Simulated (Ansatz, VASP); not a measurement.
# Two plane-wave programs on BaS

```
Ba S
1.0
     5.43115    0.00000    0.00000
     0.00000    5.43115    0.00000
     0.00000    0.00000    3.84537
Ba S
2 2
Direct
  0.00000 0.00000 0.00000
  0.50000 0.50000 0.00000
  0.00000 0.50000 0.50051
  0.50000 0.00000 0.49949
```

Alike in both runs: functional PBE; k mesh 4 × 4 × 4; occupations gaussian, width 0.1 eV; no spin polarisation.

Ansatz relaxed the structure, and its values are those at the end. VASP's run is a single point on that final structure, the one shown.

|  | VASP | Ansatz |
| --- | --- | --- |
| version | VASP 6.6.1 | Ansatz 0.2.0 |
| potentials or method | VASP PAW PBE potentials, release 64 (Ba_sv, S), cutoff 520 eV | scalar-relativistic, plane waves, PAW |
| valence electrons in the cell | 32 | 32 |

Ansatz gave:

```
gap on the k mesh at the Fermi level (eV) : 1.57
least direct gap on the mesh (eV)         : 1.57
pressure (GPa)                            : 0.0
```

**Question.** Estimate VASP's values.

**Answer.** gap on the k mesh at the Fermi level (eV): 1.44; least direct gap on the mesh (eV): 1.45; pressure (GPa): 0.9.

Neither program's run includes spin-orbit coupling.
